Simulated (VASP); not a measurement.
# LiCl in VASP: further runs

The runs below take LiCl through single point, relaxation of cell and atoms, with PBE.

Everything below comes from runs of VASP 6.6.1. Logs are shortened: lines on timing, memory, paths and dates and some standing lists are left out, and cuts for length are marked.

### Step 1. The cell of the first run

It takes space group Fm-3m (No. 225, cubic). Conventional cell: a = 5.149 Å, b = 5.149 Å, c = 5.149 Å, α = 90.00°, β = 90.00°, γ = 90.00°. Within 3.4 Å of Li (site symmetry m-3m) lie 6 Cl at 2.57 Å. Within 3.4 Å of Cl (site symmetry m-3m) lie 6 Li at 2.57 Å.

### Step 2. Single point, PBE

INCAR

```
ALGO = Normal ; EDIFF = 1E-6
ENCUT = 520 ; GGA = PE
ISIF = 2 ; ISMEAR = 0
LASPH = True ; LCHARG = True
LELF = True ; LREAL = False
LVHAR = True ; LWAVE = False
NBANDS = 12 ; NELM = 80
PREC = Accurate ; SIGMA = 0.02
```

KPOINTS

```
k-points
0
Gamma
  8 8 8
```

POSCAR

```
LiCl
1.0
    0.0000000000      2.5744533106      2.5744533106
    2.5744533106      0.0000000000      2.5744533106
    2.5744533106      2.5744533106      0.0000000000
Li Cl
1 1
Direct
    0.5000000000      0.5000000000      0.5000000000
    0.0000000000      0.0000000000      0.0000000000
```

Potentials or basis: VASP PAW PBE potentials, release 64 (Li_sv, Cl).

Launch:

```console
$ cat potpaw_PBE.64/Li_sv/POTCAR potpaw_PBE.64/Cl/POTCAR > POTCAR
$ mpirun -np 1 vasp_std > vasp.out
```

OUTCAR:

```text
EDIFF = 1E-6
   ENCUT = 520
   GGA = PE
   ISIF = 2
   ISMEAR = 0
   LASPH = True
   LREAL = False
   NELM = 80
   PREC = Accurate

 ion  position               nearest neighbor table
   1  0.500  0.500  0.500-   2 2.57   2 2.57   2 2.57   2 2.57   2 2.57   2 2.57
   2  0.000  0.000  0.000-   1 2.57   1 2.57   1 2.57   1 2.57   1 2.57   1 2.57

  LATTYP: Found a face centered cubic cell.
 ALAT       =     5.1489066212

  Lattice vectors:

 A1 = (   0.0000000000,   2.5744533106,   2.5744533106)
 A2 = (   2.5744533106,   0.0000000000,   2.5744533106)
 A3 = (   2.5744533106,   2.5744533106,   0.0000000000)

Analysis of symmetry for initial positions (statically):
=====================================================================
 Subroutine PRICEL returns:
 Original cell was already a primitive cell.

 Routine SETGRP: Setting up the symmetry group for a
 face centered cubic supercell.

 Subroutine GETGRP returns: Found 48 space group operations
 (whereof 48 operations were pure point group operations)
 out of a pool of 48 trial point group operations.

The static configuration has the point symmetry O_h .

Analysis of symmetry for dynamics (positions and initial velocities):
=====================================================================
 Subroutine PRICEL returns:
 Original cell was already a primitive cell.

 Routine SETGRP: Setting up the symmetry group for a
 face centered cubic supercell.

 Subroutine GETGRP returns: Found 48 space group operations
 (whereof 48 operations were pure point group operations)
 out of a pool of 48 trial point group operations.

The dynamic configuration has the point symmetry O_h .

 Subroutine INISYM returns: Found 48 space group operations
 (whereof 48 operations are pure point group operations),
 and found     1 'primitive' translations

----------------------------------------------------------------------------------------

                                     Primitive cell

  volume of cell :      34.1260

  direct lattice vectors                    reciprocal lattice vectors
     0.000000000  2.574453311  2.574453311    -0.194215991  0.194215991  0.194215991
     2.574453311  0.000000000  2.574453311     0.194215991 -0.194215991  0.194215991
     2.574453311  2.574453311  0.000000000     0.194215991  0.194215991 -0.194215991

  length of vectors
     3.640826788  3.640826788  3.640826788     0.336391963  0.336391963  0.336391963

  position of ions in fractional coordinates (direct lattice)
     0.500000000  0.500000000  0.500000000
     0.000000000  0.000000000  0.000000000

  ion indices of the primitive-cell ions
   primitive index   ion index
                 1           1
                 2           2

----------------------------------------------------------------------------------------

 KPOINTS: k-points

Automatic generation of k-mesh.
 Grid dimensions read from file:
 generate k-points for:    8    8    8

 Generating k-lattice:

  Cartesian coordinates                     Fractional coordinates (reciprocal lattice)
    -0.024276999  0.024276999  0.024276999     0.125000000  0.000000000  0.000000000
     0.024276999 -0.024276999  0.024276999     0.000000000  0.125000000  0.000000000
     0.024276999  0.024276999 -0.024276999     0.000000000  0.000000000  0.125000000

  Length of vectors
     0.042048995  0.042048995  0.042048995

  Shift w.r.t. Gamma in fractional coordinates (k-lattice)
     0.000000000  0.000000000  0.000000000

 Subroutine IBZKPT returns following result:
 ===========================================

 Found     29 irreducible k-points:

 Following reciprocal coordinates:
            Coordinates               Weight
  0.000000  0.000000  0.000000      1.000000
  0.125000  0.000000  0.000000      8.000000
  0.250000  0.000000  0.000000      8.000000
  0.375000  0.000000  0.000000      8.000000
  0.500000  0.000000  0.000000      4.000000
  0.125000  0.125000  0.000000      6.000000
[... 16 lines left out ...]
  0.500000  0.250000  0.125000     48.000000
 -0.375000  0.250000  0.125000     24.000000
 [... further k-points ...]
   k-points           NKPTS =     29   k-points in BZ     NKDIM =     29   number of bands    NBANDS=     12
   number of dos      NEDOS =    301   number of ions     NIONS =      2
   total plane-waves  NPLWV =  21952
   dimension x,y,z NGX =    28 NGY =   28 NGZ =   28
   dimension x,y,z NGXF=    56 NGYF=   56 NGZF=   56
   ions per type =               1   1
   NGX,Y,Z   is equivalent  to a cutoff of  12.79, 12.79, 12.79 a.u.
   NGXF,Y,Z  is equivalent  to a cutoff of  25.57, 25.57, 25.57 a.u.
 SYSTEM =  unknown system
   PREC   = accura    normal or accurate (medium, high low for compatibility)
   ISTART =      0    job   : 0-new  1-cont  2-samecut
   ICHARG =      2    charge: 1-file 2-atom 10-const
   ISPIN  =      1    spin polarized calculation?
   LNONCOLLINEAR =      F non collinear calculations
   LSORBIT =      F    spin-orbit coupling
   LASPH  =      T    aspherical Exc in radial PAW
   ENCUT  =  520.0 eV  38.22 Ry    6.18 a.u.   6.77  6.77  6.77*2*pi/ulx,y,z
   NELM   =     80;   NELMIN=  2; NELMDL= -5     # of ELM steps
   EDIFF  = 0.1E-05   stopping-criterion for ELM
   LREAL  =      F    real-space projection
   EDIFFG = 0.1E-04   stopping-criterion for IOM
   NSW    =      0    number of steps for IOM
   IBRION =     -1    ionic relax: 0-MD 1-quasi-New 2-CG
   NFREE  =      0    steps in history (QN), initial steepest desc. (CG)
   ISIF   =      2    stress and relaxation
   ISYM   =      2    0-nonsym 1-usesym 2-fastsym
   POTIM  = 0.5000    time-step for ionic-motion
   TEBEG  =    0.0;   TEEND  =   0.0 temperature during run
   PSTRESS=    0.0 pullay stress
   NELECT =      10.0000    total number of electrons
   NUPDOWN=      -1.0000    fix difference up-down
   EMIN   =  10.00;   EMAX   =-10.00  energy-range for DOS
   EFERMI =   0.00;   METHOD = LEGACY
   ISMEAR =     0;   SIGMA  =   0.02  broadening in eV -4-tet -1-fermi 0-gaus
   EFERMI_NEDOS =   21; number of points for ismear=-14 and -15
   IALGO  =     38    algorithm
   IMIX   =      4    mixing-type and parameters
     AMIX     =   0.40;   BMIX     =  1.00
     AMIX_MAG =   1.60;   BMIX_MAG =  1.00
  volume/ion in A,a.u.               =      17.06       115.15
  Fermi-wavevector in a.u.,A,eV,Ry     =   1.087376  2.054843 16.087351  1.182387
  Thomas-Fermi vector in A             =   2.223534
   LORBIT       =      0    0 simple, 1 ext, 2 COOP (PROOUT), +10 PAW based schemes
   GGA     = PE    functional components
   LHFCALC =     F    Hartree Fock is set to
   AEXX    =    0.0000 exact exchange contribution
   IVDW    =     0    specifies the selected vdW correction
   LEPSILON=     F    determine dielectric tensor
   LRPA    =     F    only Hartree local field effects (RPA)
 non-spin polarized calculation
 Gauss-broadening in eV      SIGMA  =   0.02
  energy-cutoff  :      520.00
  volume of cell :       34.13
 maximum number of plane-waves:       941
   NGX = 13   NGY = 13   NGZ = 13

 number of electron      10.0000008 magnetization

 Free energy of the ion-electron system (eV)
  ---------------------------------------------------
  ext. energy  EPLUGINS =         0.00000000
  ---------------------------------------------------
  free energy    TOTEN  =        -7.38622875 eV

  energy without entropy =       -7.38622875  energy(sigma->0) =       -7.38622875

 E-fermi :   0.6061     XC(G=0):  -8.6821

 val. band max:        0.4951374567   @ k =   0.0000   0.0000   0.0000
 cond. band min:       6.7706936048   @ k =   0.0000   0.0000   0.0000
 fundamental gap:      6.2755561481
 Fermi energy:         0.6061360555

 k-point     1 :       0.0000    0.0000    0.0000
  band No.  band energies     occupation
      1     -43.0476      2.00000
      2     -12.8622      2.00000
      3       0.4951      2.00000
      4       0.4951      2.00000
      5       0.4951      2.00000
      6       6.7707      0.00000
      7      12.4239      0.00000
      8      12.4239      0.00000
      9      12.4239      0.00000
     10      14.9554      0.00000
     11      14.9554      0.00000
     12      14.9554      0.00000

 k-point     2 :       0.1250    0.0000    0.0000
  band No.  band energies     occupation
      1     -43.0472      2.00000
      2     -12.7885      2.00000
      3      -0.0222      2.00000
      4       0.4550      2.00000
      5       0.4550      2.00000
      6       7.2310      0.00000
      7      11.6342      0.00000
      8      12.3153      0.00000
      9      12.3154      0.00000
     10      13.5670      0.00000
     11      13.5670      0.00000
     12      15.4182      0.00000

 k-point     3 :       0.2500    0.0000    0.0000
  band No.  band energies     occupation
      1     -43.0463      2.00000
      2     -12.6009      2.00000
      3      -1.0585      2.00000
      4       0.3631      2.00000
      5       0.3631      2.00000
      6       7.6775      0.00000
      7      11.1733      0.00000
      8      11.1733      0.00000
      9      11.4302      0.00000
     10      14.4194      0.00000
     11      14.4194      0.00000
     12      15.9803      0.00000
[... 286 lines left out ...]
 k-point    23 :       0.5000    0.2500    0.1250
  band No.  band energies     occupation
      1     -43.0450      2.00000
      2     -12.2730      2.00000
      3      -1.7771      2.00000
      4      -0.6880      2.00000
      5       0.0155      2.00000
      6       8.8567      0.00000
      7       9.8586      0.00000
      8      10.8325      0.00000
      9      11.8219      0.00000
     10      14.8595      0.00000
     11      17.9213      0.00000
     12      18.3015      0.00000

 k-point    24 :      -0.3750    0.2500    0.1250
  band No.  band energies     occupation
      1     -43.0447      2.00000
      2     -12.1968      2.00000
      3      -2.0028      2.00000
      4      -0.7822      2.00000
      5      -0.0712      2.00000
      6       8.6847      0.00000
      7       9.8026      0.00000
      8      11.0171      0.00000
      9      12.1787      0.00000
     10      15.9751      0.00000
     11      16.5476      0.00000
     12      18.6078      0.00000

 [... further k-points ...]
[... 5 lines left out ...]
  --------------------------------------------------------------------------------------
  -------------------------------------------------------------------------------------
  Total       -0.0140336     -0.0140336     -0.0140336     -0.0000000      0.0000000     -0.0000000
  in kB       -0.6588616     -0.6588616     -0.6588616     -0.0000000      0.0000000     -0.0000000
  external PRESSURE =      -0.6588616 kB  Pullay stress =       0.0000000 kB

 VOLUME and BASIS-vectors are now :
 -----------------------------------------------------------------------------
  energy-cutoff  :      520.00
  volume of cell :       34.13
      direct lattice vectors                 reciprocal lattice vectors
     0.000000000  2.574453311  2.574453311    -0.194215991  0.194215991  0.194215991
     2.574453311  0.000000000  2.574453311     0.194215991 -0.194215991  0.194215991
     2.574453311  2.574453311  0.000000000     0.194215991  0.194215991 -0.194215991

 POSITION                                       TOTAL-FORCE (eV/Angst)
 -----------------------------------------------------------------------------------
      2.57445      2.57445      2.57445         0.000000      0.000000      0.000000
      0.00000      0.00000      0.00000        -0.000000     -0.000000     -0.000000
 -----------------------------------------------------------------------------------
    total drift:                                0.000000      0.000000      0.000000

  FREE ENERGIE OF THE ION-ELECTRON SYSTEM (eV)
  ---------------------------------------------------
  free  energy   TOTEN  =        -7.3862287549 eV

  energy  without entropy=       -7.3862287549  energy(sigma->0) =       -7.38622875
```

Wall time 5.3 s (1 thread of AMD EPYC 9R45 (Zen 5), shared host); peak memory 0.12 GiB.

What came out:

```yaml
Free_energy: -7.3862 eV
Band_gap_on_the_k_mesh: 6.28 eV, direct
```

Levels at points of the mesh, in eV from the valence-band top:
```tsv
k point	band 1	band 2	band 3	band 4	band 5	band 6	band 7	band 8	band 9	band 10
(0.00, 0.00, 0.00)	-43.54	-13.36	0.00	0.00	0.00	6.28	11.93	11.93	11.93	14.46
(0.50, 0.00, 0.00)	-43.54	-12.80	-2.77	-0.25	-0.25	6.75	9.49	9.49	12.86	16.83
(0.50, 0.50, 0.00)	-43.54	-12.57	-2.84	-1.08	-1.08	7.86	8.31	12.34	14.03	14.03
```

Caveat: the cutoff is under 1.25 times the usual one of these potentials, so pressure, stress and relaxed cells hold a basis-set (Pulay) error. As with any semilocal functional, this PBE gap is likely too small.

[end of part 1 of 2]
